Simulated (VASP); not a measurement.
Set up this calculation in VASP 6.6.1, as the native input.

- Task: relaxation of shape and atoms at fixed volume
- Functional: PBE
- Potentials or basis: VASP PAW PBE potentials, release 64 (As)
- Cutoff: 500 eV
- k mesh: 8 × 8 × 10
- Occupations: fermi-dirac, width 0.1 eV
- Spin: no spin polarisation
- Dipole correction: no
- Further INCAR settings: ALGO = Normal; EDIFF = 1e-07; IBRION = 2; EDIFFG = -0.005; NSW = 50; ISIF = 4

The structure of As lies in POSCAR:

```
As
1.0
    4.2751640562      0.0000000000      0.0000000000
   -2.1375820281      3.7024006780      0.0000000000
    0.0000000000      0.0000000000      2.4854948962
As
3
Direct
    0.0000000000      0.0000000000      0.0000000000
    0.3333333333      0.6666666667      0.5000000000
    0.6666666667      0.3333333333      0.5000000000
```

This isn't the form of As at room conditions, which is rhombohedral.

These files were run (other wordings do the same):

INCAR

```
PREC = Accurate ; ENCUT = 500
EDIFF = 1E-7 ; ISMEAR = -1
SIGMA = 0.1 ; LREAL = False
LASPH = True ; NELM = 120
ALGO = Normal ; ISIF = 4
LWAVE = False ; LCHARG = False
GGA = PE ; IBRION = 2
NSW = 50 ; EDIFFG = -0.005
GGA_COMPAT = False ; NELMIN = 4
```

KPOINTS

```
Automatic mesh
0
Gamma
  8 8 10
```

Potentials or basis: VASP PAW PBE potentials, release 64 (As).

The run is started by

```sh
$ cat potpaw_PBE.64/As/POTCAR > POTCAR
$ mpirun -np 1 vasp_std > vasp.out
```

Results of the run:

| Item | Value |
| --- | --- |
| Energy gained by relaxing | 0.0 meV/atom |
| Ionic steps | 2 |
| Pressure after relaxing | 71.6 GPa |

Caveat: the highest band is partly filled, so the run has too few bands.

It took 10 s on 1 thread of Intel(R) Xeon(R) 6975P-C (Granite Rapids), on a shared host, peak memory 0.16 GiB.
